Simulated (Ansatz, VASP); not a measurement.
# Two plane-wave programs on Ag

File INCAR:

```
  PREC = Accurate
  ENCUT = 500
  EDIFF = 1E-6
  ISMEAR = 1
  SIGMA = 0.1
  LREAL = F
  LASPH = T
  NELM = 120
  ALGO = Normal
  ISIF = 2
  LWAVE = F
  LCHARG = F
  GGA = CA
  NBANDS = 18
  GGA_COMPAT = F
```

KPOINTS

```
Automatic mesh
0
Gamma
  18 18 10
```

POSCAR

```
Ag
1.0
    2.9299980804      0.0000000000      0.0000000000
   -1.4649990402      2.5374527707      0.0000000000
    0.0000000000      0.0000000000      4.2511250000
Ag
2
Direct
    0.3333333333      0.6666666667      0.2500000000
    0.6666666667      0.3333333333      0.7500000000
```

Input for Ansatz:

```yaml
crystal:
  lattice:
    - [2.9299980804, 0.0, 0.0]
    - [-1.4649990402, 2.5374527707, 0.0]
    - [0.0, 0.0, 4.251125]
  atoms:
    - { symbol: Ag, position: [0.3333333333, 0.6666666667, 0.25] }
    - { symbol: Ag, position: [0.6666666667, 0.3333333333, 0.75] }
basis:
  ecutwfc: 420
kpoints:
  mp_grid: { grid: [18, 18, 10] }
hamiltonian:
  xc: lda
scf:
  occupations: { method: methfessel_paxton, width: 0.1 }
output:
  forces: true
  stress: true
  eigenvalues: true
```

Change from the starting cell: strain -0.1125 x Voigt [0, 0, 1, 0, 0, 0], atoms carried along.

Alike in both runs: task single point; functional LDA; k mesh 18 × 18 × 10; occupations methfessel-paxton of order 1, width 0.1 eV; no spin polarisation.

|  | VASP | Ansatz |
| --- | --- | --- |
| version | VASP 6.6.1 | Ansatz 0.2.0 |
| potentials or method | VASP PAW LDA potentials, release 64 (Ag), cutoff 500 eV | scalar-relativistic, plane waves, PAW |
| valence electrons in the cell | 22 | 38 |

Ansatz gave:

```
gap on the k mesh at the Fermi level (eV)                     : none
pressure (GPa)                                                : 4.5
traceless stress, the component that is largest in VASP (GPa) : 9.84
```

Estimate VASP's values.

gap on the k mesh at the Fermi level (eV): none; pressure (GPa): 4.6; traceless stress, the component that is largest in VASP (GPa): 9.84.

LDA's correlation is that of Perdew and Zunger in VASP and of Perdew and Wang (1992) in Ansatz. A gap of «none» marks a metal or a gap that the smearing closes. VASP's potentials hold 22 valence electrons a cell and Ansatz's 38, so a difference there can come from the potentials and not from the codes.
